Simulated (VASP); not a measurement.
Runs of VASP 6.6.1 on InP. It takes space group F-43m (No. 216, cubic). The conventional cell has a = 5.861 Å, b = 5.861 Å, c = 5.861 Å, α = 90.00°, β = 90.00°, γ = 90.00°. In (site symmetry -43m) has 4 P at 2.54 Å within 3.3 Å. Within 3.3 Å of P (site symmetry -43m) lie 4 In at 2.54 Å. 

```tsv
level	potentials or basis	gap on the mesh (eV)	pressure (GPa)
revPBE	VASP PAW PBE potentials, release 64 (In_d, P)	0.81	(b)
LDA	VASP PAW LDA potentials, release 64 (In_d, P)	0.51	(a)
PBE	VASP PAW PBE potentials, release 64 (In_d, P)	0.71	3.3
BLYP	VASP PAW PBE potentials, release 64 (In_d, P)	0.62	6.8
```

Alike in all rows: task single point; no spin polarisation; cell as given; k mesh 6 × 6 × 6; cutoff (eV) 520; smearing gaussian 0.01 eV.

Task: Estimate the missing entries.

Result: (a) -1.2; (b) 4.6.

Caveats: spin-orbit coupling is left out, which moves the levels of the heavy elements; the PAW data sets were made with another functional, which shifts forces and pressure a little (some runs).

A k mesh can miss the band edges, and the runs leave out spin-orbit coupling on In.
